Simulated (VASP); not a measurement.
Crystal: CdSe.

```
Cd Se
1.0
     4.30000    0.00000    0.00000
    -2.15000    3.72391    0.00000
     0.00000    0.00000    7.02000
Cd Se
2 2
Direct
  0.33333 0.66667 0.00000
  0.66667 0.33333 0.50000
  0.33333 0.66667 0.38500
  0.66667 0.33333 0.88500
```

| Quantity | Value |
| --- | --- |
| Program | VASP 6.6.1 |
| Task | relaxation of cell and atoms |
| Functional | PBE |
| Potentials or basis | VASP PAW PBE potentials, release 64 (Cd, Se) |
| Cutoff | 600 eV |
| k mesh | 6 × 6 × 4 |
| Occupations | fermi-dirac, width 0.02 eV |
| Spin | no spin polarisation |

At the start: pressure 3.3 GPa; volume 28.10 Å³/atom.

Q: Where does the relaxation end?

A: Over 13 steps the energy falls by 22.0 meV/atom and the volume is 29.90 Å³/atom (+6.4 %); space group P6_3mc (No. 186, to 0.1 Å) before and after.

Step by step:
```
step  energy change (eV)  largest force (eV/Å)  pressure (GPa)  volume (Å³)
   1              0.0000                0.2922            3.29       112.41
   2             -0.0778                0.0480           -0.87       122.06
   3             -0.0840                0.0919           -0.09       119.82
   4             -0.0840                0.0950           -0.01       119.67
   5             -0.0853                0.0644            0.04       119.50
   6             -0.0862                0.0143            0.14       119.24
   7             -0.0872                0.0097            0.02       119.54
   8             -0.0878                0.0024           -0.14       119.98
   9             -0.0881                0.0069            0.02       119.59
  10             -0.0881                0.0066           -0.01       119.63
  11             -0.0881                0.0064            0.00       119.62
  12             -0.0881                0.0065            0.00       119.60
  13             -0.0881                0.0024            0.00       119.59
```

Final structure:
```
Cd Se
1.0
     4.39046    0.00000    0.00000
    -2.19523    3.80225    0.00000
     0.00000    0.00000    7.16406
Cd Se
2 2
Direct
  0.33333 0.66667 0.00456
  0.66667 0.33333 0.50456
  0.33333 0.66667 0.38044
  0.66667 0.33333 0.88044
```
